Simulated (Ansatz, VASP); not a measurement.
**Al2O3 in VASP and in Ansatz**

The input INCAR:

```
  PREC = Accurate
  ENCUT = 520
  EDIFF = 1E-7
  ISMEAR = 0
  SIGMA = 0.05
  LREAL = False
  LASPH = True
  NELM = 100
  ALGO = Normal
  ISIF = 2
  LWAVE = False
  LCHARG = False
  GGA = PE
  IVDW = 12
  NBANDS = 20
```

File KPOINTS:

```
regular mesh
0
Gamma
  9 9 4
```

Contents of POSCAR:

```
Al2O3
1.0
    2.9245000000      0.0000000000      0.0000000000
   -1.4622500000      2.5326912934      0.0000000000
    0.0000000000      0.0000000000      7.2962596973
Al O
2 3
Direct
    0.0000000000      0.0000000000      0.1907358529
    0.0000000000      0.0000000000      0.8092641471
    0.3333333333      0.6666666667      0.2840924954
    0.6666666667      0.3333333333      0.0000000000
    0.3333333333      0.6666666667      0.7159075046
```

Input for Ansatz:

```yaml
crystal:
  lattice:
    - [2.9245, 0.0, 0.0]
    - [-1.46225, 2.5326912934, 0.0]
    - [0.0, 0.0, 7.2962596973]
  atoms:
    - { symbol: Al, position: [0.0, 0.0, 0.1907358529] }
    - { symbol: Al, position: [0.0, 0.0, 0.8092641471] }
    - { symbol: O, position: [0.3333333333, 0.6666666667, 0.2840924954] }
    - { symbol: O, position: [0.6666666667, 0.3333333333, 0.0] }
    - { symbol: O, position: [0.3333333333, 0.6666666667, 0.7159075046] }
basis:
  ecutwfc: 520.0
kpoints:
  mp_grid: { grid: [9, 9, 4] }
hamiltonian:
  xc: pbe
  pseudopotentials: { kind: paw, azcp: { folder: soft_1 } }
  dispersion: d3bj
scf:
  occupations: { method: gaussian, width: 0.05 }
output:
  forces: true
  stress: true
  eigenvalues: true
```

Alike in both runs: task single point; functional PBE; dispersion D3(BJ); k mesh 9 × 9 × 4; occupations gaussian, width 0.05 eV; no spin polarisation.

|  | VASP | Ansatz |
| --- | --- | --- |
| version | VASP 6.6.1 | Ansatz 0.2.0 |
| potentials or method | VASP PAW PBE potentials, release 64 (Al, O), cutoff 520 eV | scalar-relativistic, plane waves, PAW |
| valence electrons in the cell | 24 | 24 |

|  | VASP | Ansatz | Ansatz less VASP |
| --- | --- | --- | --- |
| gap on the k mesh at the Fermi level (eV) | 4.01 | 4.03 | +0.022 |
| least direct gap on the mesh (eV) | 4.10 | 4.12 | +0.021 |
| pressure (GPa) | -7.8 | -7.8 | 0.00 |
| traceless stress, the component that is largest in VASP (GPa) | 5.89 | 6.12 | +0.231 |
| rms of the force components (eV/Å) | 0.221 | 0.205 | -0.0159 |

Atom by atom the forces differ by 0.016 eV/Å (rms over components).
